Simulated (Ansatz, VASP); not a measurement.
KLiCl2 in VASP and in Ansatz

The input INCAR:

```
PREC = Accurate ; ENCUT = 520
EDIFF = 1E-6 ; ISMEAR = 0
SIGMA = 0.01 ; LREAL = F
LASPH = T ; NELM = 80
ALGO = Normal ; ISIF = 2
LWAVE = F ; LCHARG = F
GGA = PE ; NBANDS = 21
```

File KPOINTS:

```
regular mesh
0
Gamma
  8 8 8
```

The input POSCAR:

```
KLiCl2
1.0
    1.9888981777      1.1482908982      6.8179679419
   -1.9888981777      1.1482908982      6.8179679419
    0.0000000000     -2.2965817965      6.8179679419
Li K Cl
1 1 2
Direct
    1.0000000000      0.0000000000      0.0000000000
    0.5000000000      0.5000000000      0.5000000000
    0.2652499101      0.2652499101      0.2652499101
    0.7347500899      0.7347500899      0.7347500899
```

Input for Ansatz:

```yaml
crystal:
  lattice:
    - [1.9888981777, 1.1482908982, 6.8179679419]
    - [-1.9888981777, 1.1482908982, 6.8179679419]
    - [0.0, -2.2965817965, 6.8179679419]
  atoms:
    - { symbol: Li, position: [1.0, 0.0, 0.0] }
    - { symbol: K, position: [0.5, 0.5, 0.5] }
    - { symbol: Cl, position: [0.2652499101, 0.2652499101, 0.2652499101] }
    - { symbol: Cl, position: [0.7347500899, 0.7347500899, 0.7347500899] }
kpoints:
  mp_grid: { grid: [8, 8, 8] }
  band_path:
    path:
      - [0.0, 0.0, 0.0]
      - [0.5, 0.5, 0.5]
      - [0.8144228479, 0.1855771521, 0.5]
      - [0.5, -0.1855771521, 0.1855771521]
      - [0.5, 0.0, 0.0]
      - [0.342788576, -0.342788576, 0.0]
      - [0.657211424, 0.0, 0.342788576]
      - [0.5, 0.0, 0.5]
    npoints: 1
hamiltonian:
  xc: pbe
scf:
  occupations: { method: fixed }
  n_extra_bands: 5
output:
  forces: true
  stress: true
  eigenvalues: true
```

Alike in both runs: task single point; functional PBE; k mesh 8 × 8 × 8; no spin polarisation.

|  | VASP | Ansatz |
| --- | --- | --- |
| version | VASP 6.6.1 | Ansatz 0.2.0 |
| potentials or method | VASP PAW PBE potentials, release 64 (Li_sv, K_sv, Cl) | plane waves, PAW |
| plane-wave cutoff (eV) | 520 | 420 |
| occupations | gaussian, width 0.01 eV | fixed |
| valence electrons in the cell | 26 | 26 |

```csv
,VASP,Ansatz,Ansatz less VASP
gap on the k mesh at the Fermi level (eV),5.32,5.32,-0.003
rms of the force components (eV/Å),0.018,0.013,-0.0053
```

Atom by atom the forces differ by 0.005 eV/Å (rms over components).

Noted on VASP's run: the cutoff is under 1.25 times that of the potentials, so the pressure is a little rough.
